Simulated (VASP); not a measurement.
Fe, 1 atom in the cell. It takes space group Im-3m (No. 229, cubic). The conventional cell has a = 2.943 Å, b = 2.943 Å, c = 2.943 Å, α = 90.00°, β = 90.00°, γ = 90.00°. Within 3.4 Å of Fe (site symmetry m-3m) lie 14 Fe at 2.55 to 2.94 Å. 

```yaml
Program: VASP 6.6.1
Task: single point
Functional: PBEsol
Dispersion: D4
Potentials_or_basis: VASP PAW PBE potentials, release 64 (Fe_sv)
Cutoff: 690 eV
k_mesh: 13 × 13 × 13
Occupations: fermi-dirac, width 0.05 eV
Spin: collinear spin, ferromagnetic start
Starting_moments: "[3.0] μB"
Dipole_correction: no
Further_INCAR_settings: ALGO = Normal; EDIFF = 1e-06; NBANDS = 18
```

Potentials or basis: VASP PAW PBE potentials, release 64 (Fe_sv).

Run with:

```sh
$ cat potpaw_PBE.64/Fe_sv/POTCAR > POTCAR
$ mpirun -np 1 vasp_std > vasp.out
```

Hardware: 1 thread of Intel(R) Xeon(R) Platinum 8488C (Sapphire Rapids), with other jobs on the host.

Task: How long does it take, and how much memory?

Result: It took 43 s on 1 thread of Intel(R) Xeon(R) Platinum 8488C (Sapphire Rapids), on a shared host, peak memory 0.18 GiB. Counts: scf iterations 13, k points 84.
